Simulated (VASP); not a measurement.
# Lu (Fm-3m) in VASP: notebook

Lu is run at these levels: PBE; tasks: single point.

All numbers are computed with VASP 6.6.1; they aren't measurements. Logs are shortened: lines on timing, memory, paths and dates and some standing lists are left out, and cuts for length are marked.

### 1 The cell of the first run

The structure is cubic, space group Fm-3m (No. 225). Conventional cell: a = 4.118 Å, b = 4.118 Å, c = 4.118 Å, α = 90.00°, β = 90.00°, γ = 90.00°. Within 3.8 Å of Lu (site symmetry m-3m) lie 12 Lu at 2.91 Å.

### 2 Single point, PBE (volume scaled by 0.6)

INCAR reads:

```
PREC = Accurate
ENCUT = 520
EDIFF = 1E-7
ISMEAR = -1
SIGMA = 0.1
LREAL = F
LASPH = T
NELM = 60
ALGO = Normal
ISIF = 2
LWAVE = F
LCHARG = F
GGA = PE
NBANDS = 18
```

KPOINTS reads:

```
regular mesh
0
Gamma
  15 15 15
```

POSCAR reads:

```
Lu
1.0
    0.0000000000      2.0587521313      2.0587521313
    2.0587521313      0.0000000000      2.0587521313
    2.0587521313      2.0587521313      0.0000000000
Lu
1
Direct
    0.0000000000      0.0000000000      0.0000000000
```

Potentials or basis: VASP PAW PBE potentials, release 64 (Lu).

On the command line:

```
$ cat potpaw_PBE.64/Lu/POTCAR > POTCAR
$ mpirun -np 1 vasp_std > vasp.out
```

OUTCAR:

```text
PREC = Accurate
   ENCUT = 520
   EDIFF = 1E-7
   ISMEAR = -1
   LREAL = F
   LASPH = T
   NELM = 60
   ISIF = 2
   GGA = PE

 ion  position               nearest neighbor table
   1  0.000  0.000  0.000-

  LATTYP: Found a face centered cubic cell.
 ALAT       =     4.1175042626

  Lattice vectors:

 A1 = (   0.0000000000,   2.0587521313,   2.0587521313)
 A2 = (   2.0587521313,   0.0000000000,   2.0587521313)
 A3 = (   2.0587521313,   2.0587521313,   0.0000000000)

Analysis of symmetry for initial positions (statically):
=====================================================================
 Subroutine PRICEL returns:
 Original cell was already a primitive cell.

 Routine SETGRP: Setting up the symmetry group for a
 face centered cubic supercell.

 Subroutine GETGRP returns: Found 48 space group operations
 (whereof 48 operations were pure point group operations)
 out of a pool of 48 trial point group operations.

The static configuration has the point symmetry O_h .

Analysis of symmetry for dynamics (positions and initial velocities):
=====================================================================
 Subroutine PRICEL returns:
 Original cell was already a primitive cell.

 Routine SETGRP: Setting up the symmetry group for a
 face centered cubic supercell.

 Subroutine GETGRP returns: Found 48 space group operations
 (whereof 48 operations were pure point group operations)
 out of a pool of 48 trial point group operations.

The dynamic configuration has the point symmetry O_h .

 Subroutine INISYM returns: Found 48 space group operations
 (whereof 48 operations are pure point group operations),
 and found     1 'primitive' translations

----------------------------------------------------------------------------------------

                                     Primitive cell

  volume of cell :      17.4519

  direct lattice vectors                    reciprocal lattice vectors
     0.000000000  2.058752131  2.058752131    -0.242865565  0.242865565  0.242865565
     2.058752131  0.000000000  2.058752131     0.242865565 -0.242865565  0.242865565
     2.058752131  2.058752131  0.000000000     0.242865565  0.242865565 -0.242865565

  length of vectors
     2.911515186  2.911515186  2.911515186     0.420655498  0.420655498  0.420655498

  position of ions in fractional coordinates (direct lattice)
     0.000000000  0.000000000  0.000000000

  ion indices of the primitive-cell ions
   primitive index   ion index
                 1           1

----------------------------------------------------------------------------------------

 KPOINTS: regular mesh

Automatic generation of k-mesh.
 Grid dimensions read from file:
 generate k-points for:   15   15   15

 Generating k-lattice:

  Cartesian coordinates                     Fractional coordinates (reciprocal lattice)
    -0.016191038  0.016191038  0.016191038     0.066666667  0.000000000  0.000000000
     0.016191038 -0.016191038  0.016191038     0.000000000  0.066666667  0.000000000
     0.016191038  0.016191038 -0.016191038     0.000000000  0.000000000  0.066666667

  Length of vectors
     0.028043700  0.028043700  0.028043700

  Shift w.r.t. Gamma in fractional coordinates (k-lattice)
     0.000000000  0.000000000  0.000000000

 Subroutine IBZKPT returns following result:
 ===========================================

 Found    120 irreducible k-points:

 Following reciprocal coordinates:
            Coordinates               Weight
  0.000000  0.000000  0.000000      1.000000
  0.066667  0.000000  0.000000      8.000000
  0.133333  0.000000  0.000000      8.000000
  0.200000  0.000000  0.000000      8.000000
  0.266667  0.000000  0.000000      8.000000
  0.333333  0.000000  0.000000      8.000000
[... 16 lines left out ...]
  0.133333  0.133333  0.000000      6.000000
  0.200000  0.133333  0.000000     24.000000
 [... further k-points ...]
   k-points           NKPTS =    120   k-points in BZ     NKDIM =    120   number of bands    NBANDS=     18
   number of dos      NEDOS =    301   number of ions     NIONS =      1
   total plane-waves  NPLWV =  13824
   dimension x,y,z NGX =    24 NGY =   24 NGZ =   24
   dimension x,y,z NGXF=    48 NGYF=   48 NGZF=   48
   ions per type =               1
   NGX,Y,Z   is equivalent  to a cutoff of  13.70, 13.70, 13.70 a.u.
   NGXF,Y,Z  is equivalent  to a cutoff of  27.41, 27.41, 27.41 a.u.
 SYSTEM =  unknown system
   PREC   = accura    normal or accurate (medium, high low for compatibility)
   ISTART =      0    job   : 0-new  1-cont  2-samecut
   ICHARG =      2    charge: 1-file 2-atom 10-const
   ISPIN  =      1    spin polarized calculation?
   LNONCOLLINEAR =      F non collinear calculations
   LSORBIT =      F    spin-orbit coupling
   LASPH  =      T    aspherical Exc in radial PAW
   ENCUT  =  520.0 eV  38.22 Ry    6.18 a.u.   5.41  5.41  5.41*2*pi/ulx,y,z
   NELM   =     60;   NELMIN=  2; NELMDL= -5     # of ELM steps
   EDIFF  = 0.1E-06   stopping-criterion for ELM
   LREAL  =      F    real-space projection
   EDIFFG = 0.1E-05   stopping-criterion for IOM
   NSW    =      0    number of steps for IOM
   IBRION =     -1    ionic relax: 0-MD 1-quasi-New 2-CG
   NFREE  =      0    steps in history (QN), initial steepest desc. (CG)
   ISIF   =      2    stress and relaxation
   ISYM   =      2    0-nonsym 1-usesym 2-fastsym
   POTIM  = 0.5000    time-step for ionic-motion
   TEBEG  =    0.0;   TEEND  =   0.0 temperature during run
   PSTRESS=    0.0 pullay stress
   NELECT =      25.0000    total number of electrons
   NUPDOWN=      -1.0000    fix difference up-down
   EMIN   =  10.00;   EMAX   =-10.00  energy-range for DOS
   EFERMI =   0.00;   METHOD = LEGACY
   ISMEAR =    -1;   SIGMA  =   0.10  broadening in eV -4-tet -1-fermi 0-gaus
   EFERMI_NEDOS =   21; number of points for ismear=-14 and -15
   IALGO  =     38    algorithm
   IMIX   =      4    mixing-type and parameters
     AMIX     =   0.40;   BMIX     =  1.00
     AMIX_MAG =   1.60;   BMIX_MAG =  1.00
  volume/ion in A,a.u.               =      17.45       117.77
  Fermi-wavevector in a.u.,A,eV,Ry     =   1.845472  3.487436 46.338268  3.405767
  Thomas-Fermi vector in A             =   2.896727
   LORBIT       =      0    0 simple, 1 ext, 2 COOP (PROOUT), +10 PAW based schemes
   GGA     = PE    functional components
   LHFCALC =     F    Hartree Fock is set to
   AEXX    =    0.0000 exact exchange contribution
   IVDW    =     0    specifies the selected vdW correction
   LEPSILON=     F    determine dielectric tensor
   LRPA    =     F    only Hartree local field effects (RPA)
 non-spin polarized calculation
  energy-cutoff  :      520.00
  volume of cell :       17.45
 maximum number of plane-waves:       489
 NGX is ok and might be reduce to    24
   NGX = 11   NGY = 11   NGZ = 11

 number of electron      25.0000004 magnetization

 Free energy of the ion-electron system (eV)
  ---------------------------------------------------
  ext. energy  EPLUGINS =         0.00000000
  ---------------------------------------------------
  free energy    TOTEN  =        -3.17957524 eV

  energy without entropy =       -3.15388452  energy(sigma->0) =       -3.16672988

 E-fermi :   4.5181     XC(G=0): -13.4501

 val. band max:        4.4959358059   @ k =  -0.2667   0.4000   0.1333
 cond. band min:       4.5431375422   @ k =   0.4667   0.2667   0.1333
 fundamental gap:      0.0472017363
 Fermi energy:         4.5180578074

 k-point     1 :       0.0000    0.0000    0.0000
  band No.  band energies     occupation
      1     -51.0927      2.00000
      2     -20.6861      2.00000
      3     -20.6861      2.00000
      4     -20.6861      2.00000
      5      -2.4875      2.00000
      6      -0.2526      2.00000
[... 10 lines left out ...]
     17      11.3719      0.00000
     18      17.3986      0.00000

 k-point     2 :       0.0667    0.0000    0.0000
  band No.  band energies     occupation
      1     -51.0813      2.00000
      2     -20.8061      2.00000
      3     -20.6992      2.00000
      4     -20.6992      2.00000
      5      -2.2523      2.00000
      6      -0.2472      2.00000
[... 10 lines left out ...]
     17      11.2188      0.00000
     18      17.8839      0.00000

 k-point     3 :       0.1333    0.0000    0.0000
  band No.  band energies     occupation
      1     -51.0491      2.00000
      2     -21.1335      2.00000
      3     -20.7359      2.00000
      4     -20.7359      2.00000
      5      -1.6016      2.00000
      6      -0.2296      2.00000
[... 10 lines left out ...]
     17      10.9204      0.00000
     18      18.9095      0.00000

 k-point     4 :       0.2000    0.0000    0.0000
  band No.  band energies     occupation
      1     -51.0012      2.00000
      2     -21.5891      2.00000
      3     -20.7893      2.00000
      4     -20.7893      2.00000
      5      -0.7094      2.00000
      6      -0.1908      2.00000
[... 10 lines left out ...]
     17      10.8826      0.00000
     18      18.4093      0.00000

 k-point     5 :       0.2667    0.0000    0.0000
  band No.  band energies     occupation
      1     -50.9458      2.00000
      2     -22.0793      2.00000
      3     -20.8499      2.00000
      4     -20.8499      2.00000
      5      -0.2213      2.00000
      6      -0.0907      2.00000
[... 10 lines left out ...]
     17      11.4461      0.00000
     18      17.4652      0.00000

 k-point     6 :       0.3333    0.0000    0.0000
  band No.  band energies     occupation
      1     -50.8922      2.00000
      2     -22.5204      2.00000
      3     -20.9070      2.00000
      4     -20.9070      2.00000
      5      -0.1976      2.00000
      6      -0.0476      2.00000
[... 307 lines left out ...]
 k-point    21 :      -0.1333    0.0667    0.0000
  band No.  band energies     occupation
      1     -51.0256      2.00000
      2     -21.3183      2.00000
      3     -20.8398      2.00000
      4     -20.7304      2.00000
      5      -1.1330      2.00000
      6      -0.2156      2.00000
[... 10 lines left out ...]
     17      11.3890      0.00000
     18      19.4504      0.00000

 k-point    22 :      -0.0667    0.0667    0.0000
  band No.  band energies     occupation
      1     -51.0630      2.00000
      2     -20.9704      2.00000
      3     -20.7631      2.00000
      4     -20.7015      2.00000
      5      -1.8770      2.00000
      6      -0.2378      2.00000
[... 10 lines left out ...]
     17      11.3218      0.00000
     18      18.6230      0.00000

 k-point    23 :       0.1333    0.1333    0.0000
  band No.  band energies     occupation
      1     -51.0346      2.00000
      2     -21.1246      2.00000
      3     -20.8296      2.00000
      4     -20.8296      2.00000
      5      -1.3021      2.00000
      6      -0.2228      2.00000
[... 10 lines left out ...]
     17      11.8205      0.00000
     18      19.7862      0.00000

 k-point    24 :       0.2000    0.1333    0.0000
  band No.  band energies     occupation
      1     -50.9990      2.00000
      2     -21.4211      2.00000
      3     -20.9006      2.00000
      4     -20.8817      2.00000
      5      -0.6112      2.00000
      6      -0.2003      2.00000
[... 10 lines left out ...]
     17      12.0192      0.00000
     18      20.7320      0.00000

 [... further k-points ...]

------------------------ aborting loop because EDIFF is reached ----------------------------------------

  FORCE on cell =-STRESS in cart. coord.  units (eV):
  Direction    XX          YY          ZZ          XY          YZ          ZX
  --------------------------------------------------------------------------------------
  -------------------------------------------------------------------------------------
  Total        5.8806012      5.8806012      5.8806012      0.0000000      0.0000000      0.0000000
  in kB      539.8711640    539.8711640    539.8711640      0.0000000      0.0000000      0.0000000
  external PRESSURE =     539.8711640 kB  Pullay stress =       0.0000000 kB

 VOLUME and BASIS-vectors are now :
 -----------------------------------------------------------------------------
  energy-cutoff  :      520.00
  volume of cell :       17.45
      direct lattice vectors                 reciprocal lattice vectors
     0.000000000  2.058752131  2.058752131    -0.242865565  0.242865565  0.242865565
     2.058752131  0.000000000  2.058752131     0.242865565 -0.242865565  0.242865565
     2.058752131  2.058752131  0.000000000     0.242865565  0.242865565 -0.242865565

 POSITION                                       TOTAL-FORCE (eV/Angst)
 -----------------------------------------------------------------------------------
      0.00000      0.00000      0.00000         0.000000      0.000000      0.000000
 -----------------------------------------------------------------------------------
    total drift:                               -0.000000      0.000000     -0.000000

  FREE ENERGIE OF THE ION-ELECTRON SYSTEM (eV)
  ---------------------------------------------------
  free  energy   TOTEN  =        -3.1795752437 eV

  energy  without entropy=       -3.1538845217  energy(sigma->0) =       -3.16672988
```

It took 25 s on 1 thread of Intel Xeon 6975P-C (Granite Rapids), shared host; peak memory 0.18 GiB.

What came out:

* Free energy: -3.1796 eV
* Pressure: 54.0 GPa

Levels at points of the mesh, in eV from the Fermi level:
```csv
k point,band 8,band 9,band 10,band 11,band 12,band 13,band 14,band 15,band 16,band 17
"(0.00, 0.00, 0.00)",-4.57,-4.57,-4.31,-4.31,-4.31,2.66,2.66,2.66,6.85,6.85
```

Caveat: spin-orbit coupling is left out, which moves the levels of the heavy elements.

### 3 Single point, PBE (volume scaled by 0.68)

INCAR reads:

```
  ALGO = Normal
  EDIFF = 1E-7
  ENCUT = 520
  GGA = PE
  ISIF = 2
  ISMEAR = -1
  LASPH = True
  LCHARG = False
  LREAL = False
  LWAVE = False
  NBANDS = 18
  NELM = 100
  PREC = Accurate
  SIGMA = 0.1
```

KPOINTS reads:

```
k-points
0
Gamma
  15 15 15
```

POSCAR reads:

```
Lu
1.0
    0.0000000000      2.1464623866      2.1464623866
    2.1464623866      0.0000000000      2.1464623866
    2.1464623866      2.1464623866      0.0000000000
Lu
1
Direct
    0.0000000000      0.0000000000      0.0000000000
```

Potentials or basis: VASP PAW PBE potentials, release 64 (Lu).

On the command line:

```
$ cat potpaw_PBE.64/Lu/POTCAR > POTCAR
$ mpirun -np 1 vasp_std > vasp.out
```

OUTCAR:

```text
EDIFF = 1E-7
   ENCUT = 520
   GGA = PE
   ISIF = 2
   ISMEAR = -1
   LASPH = True
   LREAL = False
   NELM = 100
   PREC = Accurate

 ion  position               nearest neighbor table
   1  0.000  0.000  0.000-

  LATTYP: Found a face centered cubic cell.
 ALAT       =     4.2929247732

  Lattice vectors:

 A1 = (   0.0000000000,   2.1464623866,   2.1464623866)
 A2 = (   2.1464623866,   0.0000000000,   2.1464623866)
 A3 = (   2.1464623866,   2.1464623866,   0.0000000000)

Analysis of symmetry for initial positions (statically):
=====================================================================
 Subroutine PRICEL returns:
 Original cell was already a primitive cell.

 Routine SETGRP: Setting up the symmetry group for a
 face centered cubic supercell.

 Subroutine GETGRP returns: Found 48 space group operations
 (whereof 48 operations were pure point group operations)
 out of a pool of 48 trial point group operations.

The static configuration has the point symmetry O_h .

Analysis of symmetry for dynamics (positions and initial velocities):
[... 147 lines left out ...]

 Free energy of the ion-electron system (eV)
  ---------------------------------------------------
  ext. energy  EPLUGINS =         0.00000000
  ---------------------------------------------------
  free energy    TOTEN  =        -3.79633918 eV

  energy without entropy =       -3.76963997  energy(sigma->0) =       -3.78298957

 E-fermi :   3.9312     XC(G=0): -12.6995

 val. band max:        3.9187344702   @ k =  -0.4667   0.2000   0.0000
 cond. band min:       3.9723294951   @ k =   0.4667   0.2667   0.1333
 fundamental gap:      0.0535950249
 Fermi energy:         3.9311576610

 k-point     1 :       0.0000    0.0000    0.0000
  band No.  band energies     occupation
      1     -51.7006      2.00000
      2     -21.6324      2.00000
      3     -21.6324      2.00000
      4     -21.6324      2.00000
      5      -2.9626      2.00000
      6      -0.7902      2.00000
[... 481 lines left out ...]
      5      -1.3421      2.00000
      6      -0.7458      2.00000
[... 10 lines left out ...]
     17      10.7507      0.00000
     18      19.0431      0.00000

 [... further k-points ...]
[... 5 lines left out ...]
  --------------------------------------------------------------------------------------
  -------------------------------------------------------------------------------------
  Total        4.0077653      4.0077653      4.0077653      0.0000000      0.0000000     -0.0000000
  in kB      324.6482186    324.6482186    324.6482186      0.0000000      0.0000000     -0.0000000
  external PRESSURE =     324.6482186 kB  Pullay stress =       0.0000000 kB

 VOLUME and BASIS-vectors are now :
 -----------------------------------------------------------------------------
  energy-cutoff  :      520.00
  volume of cell :       19.78
      direct lattice vectors                 reciprocal lattice vectors
     0.000000000  2.146462387  2.146462387    -0.232941422  0.232941422  0.232941422
     2.146462387  0.000000000  2.146462387     0.232941422 -0.232941422  0.232941422
     2.146462387  2.146462387  0.000000000     0.232941422  0.232941422 -0.232941422

 POSITION                                       TOTAL-FORCE (eV/Angst)
 -----------------------------------------------------------------------------------
      0.00000      0.00000      0.00000         0.000000      0.000000      0.000000
 -----------------------------------------------------------------------------------
    total drift:                                0.000000      0.000000      0.000000

  FREE ENERGIE OF THE ION-ELECTRON SYSTEM (eV)
  ---------------------------------------------------
  free  energy   TOTEN  =        -3.7963391787 eV

  energy  without entropy=       -3.7696399666  energy(sigma->0) =       -3.78298957
```

OSZICAR:

```text
N       E                     dE             d eps       ncg     rms          rms(c)
DAV:   1     0.727480640528E+02    0.72748E+02   -0.99757E+03  5384   0.465E+03
DAV:   2     0.125237638812E+01   -0.71496E+02   -0.69689E+02  4456   0.347E+02
DAV:   3    -0.378953875810E+01   -0.50419E+01   -0.49978E+01  4668   0.712E+01
DAV:   4    -0.396117921507E+01   -0.17164E+00   -0.17102E+00  5658   0.112E+01
DAV:   5    -0.396598390204E+01   -0.48047E-02   -0.48026E-02  5070   0.160E+00    0.345E+00
DAV:   6    -0.380218112432E+01    0.16380E+00   -0.73094E-01  7178   0.234E+01    0.129E+00
DAV:   7    -0.379450770664E+01    0.76734E-02   -0.35105E-02  6174   0.261E+00    0.472E-01
DAV:   8    -0.379527559601E+01   -0.76789E-03   -0.91495E-03  6928   0.637E-01    0.181E-01
DAV:   9    -0.379634393995E+01   -0.10683E-02   -0.25164E-03  6276   0.373E-01    0.416E-02
DAV:  10    -0.379634323626E+01    0.70369E-06   -0.21102E-04  6678   0.214E-01    0.912E-03
DAV:  11    -0.379633981911E+01    0.34171E-05   -0.14125E-05  6116   0.416E-02    0.436E-03
DAV:  12    -0.379633940066E+01    0.41845E-06   -0.55843E-07  4760   0.706E-03    0.578E-04
DAV:  13    -0.379633919313E+01    0.20752E-06   -0.31184E-08  2762   0.379E-03    0.371E-04
DAV:  14    -0.379633917868E+01    0.14455E-07   -0.18169E-08  2502   0.877E-04
   1 F= -.37963392E+01 E0= -.37829896E+01  d E =-.266992E-01
```

stdout:

```text
POSCAR found type information on POSCAR Lu
 POSCAR found :  1 types and       1 ions
 scaLAPACK will be used
 LDA part: xc-table for (Slater+PW92), standard interpolation
 POSCAR, INCAR and KPOINTS ok, starting setup
 FFT: planning ... GRIDC
 FFT: planning ... GRID_SOFT
 FFT: planning ... GRID
 WAVECAR not read
 entering main loop
```

It took 23 s on 1 thread of Intel Xeon 6975P-C (Granite Rapids), shared host; peak memory 0.17 GiB.

What came out:

```
Free energy : -3.7963 eV
Pressure    : 32.5 GPa
```

Levels at points of the mesh, in eV from the Fermi level:
```tsv
k point	band 8	band 9	band 10	band 11	band 12	band 13	band 14	band 15	band 16	band 17
(0.00, 0.00, 0.00)	-4.58	-4.58	-4.38	-4.38	-4.38	2.59	2.59	2.59	6.25	6.25
```

Caveat: spin-orbit coupling is left out, which moves the levels of the heavy elements.
